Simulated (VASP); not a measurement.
Co: relaxation of cell and atoms with BLYP

Co:

```
Co
1.0
     0.00000    2.46343    2.46343
     2.46343    0.00000    2.46343
     2.46343    2.46343    0.00000
Co
2
Direct
  0.12500 0.12500 0.12500
  0.87500 0.87500 0.87500
```

```json
{
 "Program": "VASP 6.6.1",
 "Task": "relaxation of cell and atoms",
 "Functional": "BLYP",
 "Potentials or basis": "VASP PAW PBE potentials, release 64 (Co)",
 "Cutoff": "600 eV",
 "k mesh": "11 × 11 × 11",
 "Occupations": "fermi-dirac, width 0.05 eV",
 "Spin": "collinear spin, ferromagnetic start",
 "Starting moments": "[1.7, 1.7] μB",
 "Dipole correction": "no",
 "Further INCAR settings": "ALGO = Normal; EDIFF = 1e-07; IBRION = 2; EDIFFG = -0.01; NSW = 80; ISIF = 3"
}
```

The relaxed volume is 17.09 Å³/atom, the relaxed cell is a = 3.643 Å, b = 3.643 Å, c = 3.643 Å, α = 60.00°, β = 60.00°, γ = 60.00° and the space group after relaxing (to 0.05 Å) is Fd-3m (No. 227). The energy gained by relaxing is 80.5 meV/atom. The ionic steps are 5. The pressure after relaxing is -0.1 GPa and the net moment is 3.40 μB per cell. The site moments are Co +1.70 μB and the valence electrons inside the program's atomic spheres are Co 8.16.

Step by step:
```
step  energy change (eV)  largest force (eV/Å)  pressure (GPa)  volume (Å³)
   1              0.0000                0.0000            6.02        29.90
   2             -0.0501                0.0000            1.32        32.40
   3             -0.1535                0.0000            2.61        33.20
   4             -0.1571                0.0000           -1.71        34.86
   5             -0.1610                0.0000           -0.09        34.18
```

Final structure:
```yaml
crystal:
  lattice:
    - [0.00000, 2.57583, 2.57583]
    - [2.57583, 0.00000, 2.57583]
    - [2.57583, 2.57583, 0.00000]
  atoms:
    - { symbol: Co, position: [0.12500, 0.12500, 0.12500] }
    - { symbol: Co, position: [0.87500, 0.87500, 0.87500] }
```

Levels at points of the mesh, in eV from the Fermi level:
Spin up:
```csv
k point,band 8,band 9,band 10,band 11,band 12,band 13,band 14,band 15
"(0.00, 0.00, 0.00)",-1.55,-1.55,-0.65,-0.65,11.82,11.82,11.82,12.24
```
Spin down:
```
           k point  band 5  band 6  band 7  band 8  band 9  band 10
(0.00, 0.00, 0.00)   -1.60   -1.60    0.01    0.01    0.01     1.34
```

Wall time 15 min on 1 thread of Intel Xeon 6975P-C, on a shared host, peak memory 0.22 GiB.

Caveat: the PAW data sets were made with another functional, which shifts forces and pressure a little.
